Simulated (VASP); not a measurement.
## CoSi2: single point with PBE

The system is CoSi2.

```
Co Si
1.0
     0.00000    2.67800    2.67800
     2.67800    0.00000    2.67800
     2.67800    2.67800    0.00000
Co Si
1 2
Cartesian
  0.0000 0.0000 0.0000
  1.3390 1.3390 1.3390
  4.0170 4.0170 4.0170
```

```
Program             : VASP 6.6.1
Task                : single point
Functional          : PBE
Potentials or basis : VASP PAW PBE potentials, release 64 (Co, Si)
Cutoff              : 600 eV
k mesh              : 6 × 6 × 6
Occupations         : gaussian, width 0.1 eV
Spin                : no spin polarisation
```

* Pressure: 0.2 GPa
* Band gap on the k mesh: zero (an odd number of electrons rules out a gap without spin polarisation)

Levels at points of the mesh, in eV from the Fermi level:
| k point | band 7 | band 8 | band 9 | band 10 | band 11 | band 12 |
| --- | --- | --- | --- | --- | --- | --- |
| (0.00, 0.00, 0.00) | 0.63 | 3.28 | 3.28 | 3.28 | 3.32 | 3.32 |
| (0.50, 0.00, 0.00) | -1.75 | -0.60 | -0.60 | 2.56 | 3.28 | 3.28 |
| (0.50, 0.50, 0.00) | -2.08 | -2.04 | -1.46 | 1.45 | 2.80 | 8.42 |

Run time: 28 s on 1 thread of Intel Xeon 8259CL, on a shared host, peak memory 0.17 GiB.

Caveat: an odd number of electrons without spin polarisation forces a metal; a magnetic or distorted state may lie lower. Spin polarisation is off, so any magnetic state and its effect on volume and gap are missing.
